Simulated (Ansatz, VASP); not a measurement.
# One calculation of AlP, two programs

```
Al P
1.0
     0.00000    2.71685    2.71685
     2.71685    0.00000    2.71685
     2.71685    2.71685    0.00000
Al P
1 1
Direct
  0.00000 0.00000 0.00000
  0.25000 0.25000 0.25000
```

Alike in both runs: functional LDA; k mesh 8 × 8 × 8; occupations gaussian, width 0.02 eV; no spin polarisation.

Ansatz relaxed the structure, and its values are those at the end. VASP's run is a single point on that final structure, the one shown.

|  | VASP | Ansatz |
| --- | --- | --- |
| version | VASP 6.6.1 | Ansatz 0.2.0 |
| potentials or method | VASP PAW LDA potentials, release 64 (Al, P), cutoff 500 eV | scalar-relativistic, plane waves, PAW |
| valence electrons in the cell | 8 | 8 |

|  | VASP | Ansatz | Ansatz less VASP |
| --- | --- | --- | --- |
| gap on the k mesh at the Fermi level (eV) | 1.41 | 1.42 | +0.005 |
| least direct gap on the mesh (eV) | 3.24 | 3.23 | -0.016 |
| pressure (GPa) | 0.1 | 0.0 | -0.05 |

Ansatz warns that its potentials were made for another functional, while VASP's fit it. LDA's correlation is that of Perdew and Zunger in VASP and of Perdew and Wang (1992) in Ansatz.
